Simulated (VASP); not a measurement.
# Al4O (P6/mmm) in VASP: a series of runs

Al4O is run at these levels: PBE; tasks: single point, relaxation of cell and atoms.

All numbers are computed with VASP 6.6.1; they aren't measurements. Logs are shortened: lines on timing, memory, paths and dates and some standing lists are left out, and cuts for length are marked.

### 1 The cell of the first run

It takes space group P6/mmm (No. 191, hexagonal). Conventional cell: a = 5.659 Å, b = 5.659 Å, c = 3.412 Å, α = 90.00°, β = 90.00°, γ = 120.00°. Al (site symmetry mmm) has 8 Al at 2.83 to 3.41 Å and 4 O at 3.30 Å within 3.7 Å. Al (site symmetry 6/mmm) has 2 O at 1.71 Å within 2.3 Å. Within 2.3 Å of O (site symmetry 6/mmm) lie 2 Al at 1.71 Å.

### 2 Single point, PBE

INCAR reads:

```
PREC = Accurate
ENCUT = 520
EDIFF = 1E-6
ISMEAR = 0
SIGMA = 0.2
LREAL = F
LASPH = T
NELM = 100
ALGO = Normal
ISIF = 2
LWAVE = F
LCHARG = F
GGA = PE
NBANDS = 29
```

KPOINTS reads:

```
regular mesh
0
Gamma
  6 6 4
```

POSCAR reads:

```
Al4O
1.0
    5.6593473487      0.0000000000      0.0000000000
   -2.8296736744      4.9011385729      0.0000000000
    0.0000000000      0.0000000000      6.8244031599
Al O
8 2
Direct
    0.5000000000      0.0000000000      0.2500000000
    0.5000000000      0.0000000000      0.7500000000
    0.0000000000      0.5000000000      0.2500000000
    0.0000000000      0.5000000000      0.7500000000
    0.5000000000      0.5000000000      0.2500000000
    0.5000000000      0.5000000000      0.7500000000
    0.0000000000      0.0000000000      0.2500000000
    0.0000000000      0.0000000000      0.7500000000
    1.0000000000      0.0000000000      0.0000000000
    1.0000000000      0.0000000000      0.5000000000
```

Potentials or basis: VASP PAW PBE potentials, release 64 (Al, O).

Run with:

```bash
cat potpaw_PBE.64/Al/POTCAR potpaw_PBE.64/O/POTCAR > POTCAR
mpirun -np 1 vasp_std > vasp.out
```

OUTCAR:

```text
PREC = Accurate
   ENCUT = 520
   EDIFF = 1E-6
   ISMEAR = 0
   LREAL = F
   LASPH = T
   NELM = 100
   ISIF = 2
   GGA = PE

 ion  position               nearest neighbor table
   1  0.500  0.000  0.250-   7 2.83   7 2.83   3 2.83   3 2.83   5 2.83   5 2.83
   2  0.500  0.000  0.750-   8 2.83   8 2.83   4 2.83   4 2.83   6 2.83   6 2.83
   3  0.000  0.500  0.250-   5 2.83   5 2.83   1 2.83   1 2.83   7 2.83   7 2.83
   4  0.000  0.500  0.750-   6 2.83   6 2.83   2 2.83   2 2.83   8 2.83   8 2.83
   5  0.500  0.500  0.250-   3 2.83   3 2.83   7 2.83   7 2.83   1 2.83   1 2.83
   6  0.500  0.500  0.750-   4 2.83   4 2.83   8 2.83   8 2.83   2 2.83   2 2.83
   7  0.000  0.000  0.250-   9 1.71  10 1.71   1 2.83   1 2.83   5 2.83   5 2.83   3 2.83   3 2.83

   8  0.000  0.000  0.750-   9 1.71  10 1.71   2 2.83   2 2.83   6 2.83   6 2.83   4 2.83   4 2.83

   9  0.000  0.000  0.000-   7 1.71   8 1.71
  10  0.000  0.000  0.500-   7 1.71   8 1.71

  LATTYP: Found a hexagonal cell.
 ALAT       =     5.6593473487
 C/A-ratio  =     1.2058639874

  Lattice vectors:

 A1 = (   5.6593473487,   0.0000000000,   0.0000000000)
 A2 = (  -2.8296736744,   4.9011385729,   0.0000000000)
 A3 = (   0.0000000000,   0.0000000000,   6.8244031599)

Analysis of symmetry for initial positions (statically):
=====================================================================
 Subroutine PRICEL returns following result:

  LATTYP: Found a hexagonal cell.
 ALAT       =     5.6593473487
 C/A-ratio  =     0.6029319937

  Lattice vectors:

 A1 = (   5.6593473487,   0.0000000000,   0.0000000000)
 A2 = (  -2.8296736744,   4.9011385729,   0.0000000000)
 A3 = (   0.0000000000,   0.0000000000,   3.4122015800)

   2 primitive cells build up your supercell.

 Routine SETGRP: Setting up the symmetry group for a
 hexagonal supercell.

 Subroutine GETGRP returns: Found 24 space group operations
 (whereof 24 operations were pure point group operations)
 out of a pool of 24 trial point group operations.

The static configuration has the point symmetry D_6h.

Analysis of symmetry for dynamics (positions and initial velocities):
=====================================================================
 Subroutine PRICEL returns following result:

  LATTYP: Found a hexagonal cell.
 ALAT       =     5.6593473487
 C/A-ratio  =     0.6029319937

  Lattice vectors:

 A1 = (   5.6593473487,   0.0000000000,   0.0000000000)
 A2 = (  -2.8296736744,   4.9011385729,   0.0000000000)
 A3 = (   0.0000000000,   0.0000000000,   3.4122015800)

   2 primitive cells build up your supercell.

 Routine SETGRP: Setting up the symmetry group for a
 hexagonal supercell.

 Subroutine GETGRP returns: Found 24 space group operations
 (whereof 24 operations were pure point group operations)
 out of a pool of 24 trial point group operations.

The dynamic configuration has the point symmetry D_6h.

 Subroutine INISYM returns: Found 24 space group operations
 (whereof 24 operations are pure point group operations),
 and found     2 'primitive' translations

----------------------------------------------------------------------------------------

                                     Primitive cell

  volume of cell :      94.6451

  direct lattice vectors                    reciprocal lattice vectors
     5.659347349  0.000000000  0.000000000     0.176698820  0.102017111  0.000000000
    -2.829673674  4.901138573  0.000000000     0.000000000  0.204034223  0.000000000
     0.000000000  0.000000000  3.412201580     0.000000000  0.000000000  0.293065921

  length of vectors
     5.659347349  5.659347349  3.412201580     0.204034223  0.204034223  0.293065921

  position of ions in fractional coordinates (direct lattice)
     0.500000000  0.000000000  0.500000000
     0.000000000  0.500000000  0.500000000
     0.500000000  0.500000000  0.500000000
     0.000000000  0.000000000  0.500000000
     0.000000000  0.000000000  0.000000000

  ion indices of the primitive-cell ions
   primitive index   ion index
                 1           1
                 2           3
                 3           5
                 4           7
                 5           9

----------------------------------------------------------------------------------------

 KPOINTS: regular mesh

Automatic generation of k-mesh.
 Grid dimensions read from file:
 generate k-points for:    6    6    4

 Generating k-lattice:

  Cartesian coordinates                     Fractional coordinates (reciprocal lattice)
     0.029449803  0.017002852  0.000000000     0.166666667 -0.000000000  0.000000000
     0.000000000  0.034005704  0.000000000     0.000000000  0.166666667  0.000000000
     0.000000000  0.000000000  0.036633240     0.000000000  0.000000000  0.250000000

  Length of vectors
     0.034005704  0.034005704  0.036633240

  Shift w.r.t. Gamma in fractional coordinates (k-lattice)
     0.000000000  0.000000000  0.000000000

 Subroutine IBZKPT returns following result:
 ===========================================

 Found     21 irreducible k-points:

 Following reciprocal coordinates:
            Coordinates               Weight
  0.000000  0.000000  0.000000      1.000000
  0.166667  0.000000  0.000000      6.000000
  0.333333 -0.000000  0.000000      6.000000
  0.500000  0.000000  0.000000      3.000000
  0.166667  0.166667  0.000000      6.000000
  0.333333  0.166667  0.000000     12.000000
[... 13 lines left out ...]
  0.333333  0.166667  0.500000     12.000000
  0.333333  0.333333  0.500000      2.000000
   k-points           NKPTS =     21   k-points in BZ     NKDIM =     21   number of bands    NBANDS=     29
   number of dos      NEDOS =    301   number of ions     NIONS =     10
   total plane-waves  NPLWV =  95256
   dimension x,y,z NGX =    42 NGY =   42 NGZ =   54
   dimension x,y,z NGXF=    84 NGYF=   84 NGZF=  108
   ions per type =               8   2
   NGX,Y,Z   is equivalent  to a cutoff of  12.34, 12.34, 13.15 a.u.
   NGXF,Y,Z  is equivalent  to a cutoff of  24.68, 24.68, 26.31 a.u.
 SYSTEM =  unknown system
   PREC   = accura    normal or accurate (medium, high low for compatibility)
   ISTART =      0    job   : 0-new  1-cont  2-samecut
   ICHARG =      2    charge: 1-file 2-atom 10-const
   ISPIN  =      1    spin polarized calculation?
   LNONCOLLINEAR =      F non collinear calculations
   LSORBIT =      F    spin-orbit coupling
   LASPH  =      T    aspherical Exc in radial PAW
   ENCUT  =  520.0 eV  38.22 Ry    6.18 a.u.  10.52 10.52 12.69*2*pi/ulx,y,z
   NELM   =    100;   NELMIN=  2; NELMDL= -5     # of ELM steps
   EDIFF  = 0.1E-05   stopping-criterion for ELM
   LREAL  =      F    real-space projection
[... 7 lines left out ...]
   TEBEG  =    0.0;   TEEND  =   0.0 temperature during run
   PSTRESS=    0.0 pullay stress
   NELECT =      36.0000    total number of electrons
   NUPDOWN=      -1.0000    fix difference up-down
   EMIN   =  10.00;   EMAX   =-10.00  energy-range for DOS
   EFERMI =   0.00;   METHOD = LEGACY
   ISMEAR =     0;   SIGMA  =   0.20  broadening in eV -4-tet -1-fermi 0-gaus
   EFERMI_NEDOS =   21; number of points for ismear=-14 and -15
   IALGO  =     38    algorithm
   IMIX   =      4    mixing-type and parameters
     AMIX     =   0.40;   BMIX     =  1.00
     AMIX_MAG =   1.60;   BMIX_MAG =  1.00
  volume/ion in A,a.u.               =      18.93       127.74
  Fermi-wavevector in a.u.,A,eV,Ry     =   0.941455  1.779092 12.059359  0.886338
  Thomas-Fermi vector in A             =   2.068968
   LORBIT       =      0    0 simple, 1 ext, 2 COOP (PROOUT), +10 PAW based schemes
   GGA     = PE    functional components
   LHFCALC =     F    Hartree Fock is set to
   AEXX    =    0.0000 exact exchange contribution
   IVDW    =     0    specifies the selected vdW correction
   LEPSILON=     F    determine dielectric tensor
   LRPA    =     F    only Hartree local field effects (RPA)
 non-spin polarized calculation
 Gauss-broadening in eV      SIGMA  =   0.20
  energy-cutoff  :      520.00
  volume of cell :      189.29
 maximum number of plane-waves:      5130
   NGX = 21   NGY = 21   NGZ = 25

 number of electron      36.0000008 magnetization

 Free energy of the ion-electron system (eV)
  ---------------------------------------------------
  ext. energy  EPLUGINS =         0.00000000
  ---------------------------------------------------
  free energy    TOTEN  =       -42.63842555 eV

  energy without entropy =      -42.53307741  energy(sigma->0) =      -42.58575148

 E-fermi :   4.9464     XC(G=0):  -9.2063

 val. band max:        4.9442358670   @ k =   0.1667   0.1667   0.5000
 cond. band min:       4.9513018329   @ k =   0.3333   0.1667   0.2500
 fundamental gap:      0.0070659659
 Fermi energy:         4.9463585283

 k-point     1 :       0.0000    0.0000    0.0000
  band No.  band energies     occupation
      1     -14.0563      2.00000
      2     -13.6972      2.00000
      3      -3.6465      2.00000
      4      -3.3026      2.00000
      5      -0.8562      2.00000
      6      -0.3366      2.00000
[... 21 lines left out ...]
     28      10.5306      0.00000
     29      10.8731      0.00000

 k-point     2 :       0.1667    0.0000    0.0000
  band No.  band energies     occupation
      1     -14.0546      2.00000
      2     -13.6968      2.00000
      3      -3.5572      2.00000
      4      -3.2203      2.00000
      5      -0.8544      2.00000
      6      -0.4391      2.00000
[... 21 lines left out ...]
     28      10.4988      0.00000
     29      10.5482      0.00000

 k-point     3 :       0.3333   -0.0000    0.0000
  band No.  band energies     occupation
      1     -14.0514      2.00000
      2     -13.6957      2.00000
      3      -3.3495      2.00000
      4      -2.9936      2.00000
      5      -1.0574      2.00000
      6      -0.8508      2.00000
[... 542 lines left out ...]
      5      -1.8788      2.00000
      6      -1.8788      2.00000
[... 21 lines left out ...]
     28       9.3114      0.00000
     29       9.5373      0.00000

 k-point    21 :       0.3333    0.3333    0.5000
  band No.  band energies     occupation
      1     -13.8780      2.00000
      2     -13.8780      2.00000
      3      -2.3071      2.00000
      4      -2.3071      2.00000
      5      -1.6678      2.00000
      6      -1.6678      2.00000
[... 21 lines left out ...]
     28      10.0084      0.00000
     29      10.1745      0.00000

------------------------ aborting loop because EDIFF is reached ----------------------------------------

  FORCE on cell =-STRESS in cart. coord.  units (eV):
  Direction    XX          YY          ZZ          XY          YZ          ZX
  --------------------------------------------------------------------------------------
  -------------------------------------------------------------------------------------
  Total       -0.4378857     -0.4378857      0.6625174      0.0000000     -0.0000000     -0.0000000
  in kB       -3.7063234     -3.7063234      5.6076370      0.0000000     -0.0000000     -0.0000000
  external PRESSURE =      -0.6016699 kB  Pullay stress =       0.0000000 kB

 VOLUME and BASIS-vectors are now :
 -----------------------------------------------------------------------------
  energy-cutoff  :      520.00
  volume of cell :      189.29
      direct lattice vectors                 reciprocal lattice vectors
     5.659347349  0.000000000  0.000000000     0.176698820  0.102017111  0.000000000
    -2.829673674  4.901138573  0.000000000     0.000000000  0.204034223  0.000000000
     0.000000000  0.000000000  6.824403160     0.000000000  0.000000000  0.146532961

 POSITION                                       TOTAL-FORCE (eV/Angst)
 -----------------------------------------------------------------------------------
      2.82967      0.00000      1.70610         0.000000     -0.000000     -0.000000
      2.82967      0.00000      5.11830         0.000000     -0.000000     -0.000000
     -1.41484      2.45057      1.70610        -0.000000      0.000000     -0.000000
     -1.41484      2.45057      5.11830         0.000000      0.000000     -0.000000
      1.41484      2.45057      1.70610         0.000000     -0.000000     -0.000000
      1.41484      2.45057      5.11830        -0.000000     -0.000000     -0.000000
      0.00000      0.00000      1.70610         0.000000     -0.000000      0.000000
      0.00000      0.00000      5.11830         0.000000     -0.000000      0.000000
      0.00000      0.00000      0.00000         0.000000     -0.000000     -0.000000
      0.00000      0.00000      3.41220         0.000000     -0.000000     -0.000000
 -----------------------------------------------------------------------------------
    total drift:                                0.000000      0.000000      0.000000

  FREE ENERGIE OF THE ION-ELECTRON SYSTEM (eV)
  ---------------------------------------------------
  free  energy   TOTEN  =       -42.6384255503 eV

  energy  without entropy=      -42.5330774082  energy(sigma->0) =      -42.58575148
```

It took 83 s on 1 thread of AMD EPYC 9R45 (Zen 5), shared host; peak memory 0.29 GiB.

What came out:

| Property | Result |
| --- | --- |
| Free energy | -42.6384 eV |
| Pressure | -0.1 GPa |
| Band gap on the k mesh | zero (bands 18 and 19 overlap by 1.70 eV) |

Stress tensor (GPa, compression positive):
```
-0.37  0.00  0.00
 0.00 -0.37  0.00
 0.00  0.00  0.56
```

(Continued in part 2 of 2.)
